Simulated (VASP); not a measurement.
The system is Cu.

```
Cu
1.0
     0.00000    1.81947    1.81947
     1.81947    0.00000    1.81947
     1.81947    1.81947    0.00000
Cu
1
Cartesian
  0.0000 0.0000 0.0000
```

This cell differs from its parent crystal: volume scaled by 1.02.

Base run:

| Item | Value |
| --- | --- |
| Program | VASP 6.6.1 |
| Functional | PBEsol |
| Potentials or basis | VASP PAW PBE potentials, release 64 (Cu) |
| Cutoff | 520 eV |
| k mesh | 13 × 13 × 13 |
| Occupations | fermi-dirac, width 0.05 eV |
| Spin | no spin polarisation |

Its results: pressure -8.4 GPa.

**Question.** The run is repeated on the same cell with these changes: functional from PBEsol to revPBE; further incar settings from ALGO = Normal; EDIFF = 1e-06; NBANDS = 12 to ALGO = Fast; EDIFF = 1e-06; NBANDS = 12. What comes out?

**Answer.** Pressure 2.9 GPa.

Caveats: the PAW data sets were made with another functional, which shifts forces and pressure a little.
